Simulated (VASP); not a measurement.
# CdO (lda): single point with LDA

Crystal: CdO (lda).

```
Cd O
1.0
     0.00000    2.12991    2.12991
     2.12991    0.00000    2.12991
     2.12991    2.12991    0.00000
Cd O
1 1
Cartesian
  0.0000 0.0000 0.0000
  2.1299 2.1299 2.1299
```

- Program: VASP 6.6.1
- Task: single point
- Functional: LDA
- Potentials or basis: VASP PAW LDA potentials, release 64 (Cd, O)
- Cutoff: 600 eV
- k mesh: 14 × 14 × 14
- Occupations: gaussian, width 0.01 eV
- Spin: no spin polarisation

The pressure is 81.7 GPa and the band gap on the k mesh is 0.15 eV, indirect (least direct gap 3.09 eV).

Levels at points of the mesh, in eV from the valence-band top:
```tsv
k point	band 6	band 7	band 8	band 9	band 10	band 11	band 12	band 13
(0.00, 0.00, 0.00)	-7.30	-2.94	-2.94	-2.94	0.15	14.72	18.91	18.91
(0.50, 0.00, 0.00)	-6.76	-4.63	0.00	0.00	4.14	9.23	12.94	12.94
(0.50, 0.50, 0.00)	-6.45	-5.46	-4.30	-4.30	4.83	9.49	12.14	15.66
```

Wall time 18 s on 1 thread of Intel(R) Xeon(R) Platinum 8259CL CPU @ 2.50GHz (Skylake/Cascade Lake), with other jobs on the host, peak memory 0.16 GiB.

A k mesh can miss the band edges.
